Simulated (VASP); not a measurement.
## Ag: single point with PBE+D4+U

Crystal: Ag.

```
Ag
1.0
     0.00000    2.07086    2.07086
     2.07086    0.00000    2.07086
     2.07086    2.07086    0.00000
Ag
1
Direct
  0.00000 0.00000 0.00000
```

- Program: VASP 6.6.1
- Task: single point
- Functional: PBE
- Dispersion: D4
- Potentials or basis: VASP PAW PBE potentials, release 64 (Ag_sv_GW)
- Cutoff: 630 eV
- k mesh: 8 × 8 × 8
- Occupations: methfessel-paxton, width 0.2 eV
- Spin: non-collinear spin, zero start, spin-orbit coupling
- Starting moments: [[0.0, 0.0, 0.0]] μB
- Hubbard terms: Ag d U = 7.5 eV
- Dipole correction: no
- Further INCAR settings: ALGO = Normal; EDIFF = 1e-06; NBANDS = 30

* Pressure: -0.8 GPa
* Net moment: 0.00 μB per cell
* Valence electrons inside the program's atomic spheres: Ag 16.87
* Dispersion energy per atom: -0.547 eV

Moments on the atoms (μB; x, y, z):
```
Ag  0.00 0.00 0.00
```

Run time: 110 s on 1 thread of AMD EPYC 7571 (shared host), peak memory 0.19 GiB.

Caveat: the U is typed as a test and isn't derived for this compound. The state reached can hang on the start; a lower one may exist.
